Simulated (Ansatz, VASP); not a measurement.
Bi2Te3: VASP beside Ansatz

```
CELL_PARAMETERS angstrom
2.19300 1.26613 10.16567
-2.19300 1.26613 10.16567
0.00000 -2.53226 10.16567
ATOMIC_POSITIONS crystal
Bi 0.40000 0.40000 0.40000
Bi 0.60000 0.60000 0.60000
Te 0.00000 0.00000 0.00000
Te 0.20950 0.20950 0.20950
Te 0.79050 0.79050 0.79050
```

Alike in both runs: task single point; functional PBE; k mesh 6 × 6 × 6; no spin polarisation.

|  | VASP | Ansatz |
| --- | --- | --- |
| version | VASP 6.6.1 | Ansatz 0.2.0 |
| potentials or method | VASP PAW PBE potentials, release 64 (Bi_d, Te), cutoff 520 eV | plane waves, PAW |
| occupations | gaussian, width 0.01 eV | fixed |
| valence electrons in the cell | 48 | 78 |

|  | VASP | Ansatz | Ansatz less VASP |
| --- | --- | --- | --- |
| pressure (GPa) | 1.9 | 1.9 | +0.01 |
| traceless stress, the component that is largest in VASP (GPa) | -0.12 | -0.12 | -0.002 |
| rms of the force components (eV/Å) | 0.011 | 0.017 | +0.0061 |

Atom by atom the forces differ by 0.006 eV/Å (rms over components). VASP's potentials hold 48 valence electrons a cell and Ansatz's 78, so a difference there can come from the potentials and not from the codes.

Spin-orbit coupling is off throughout.
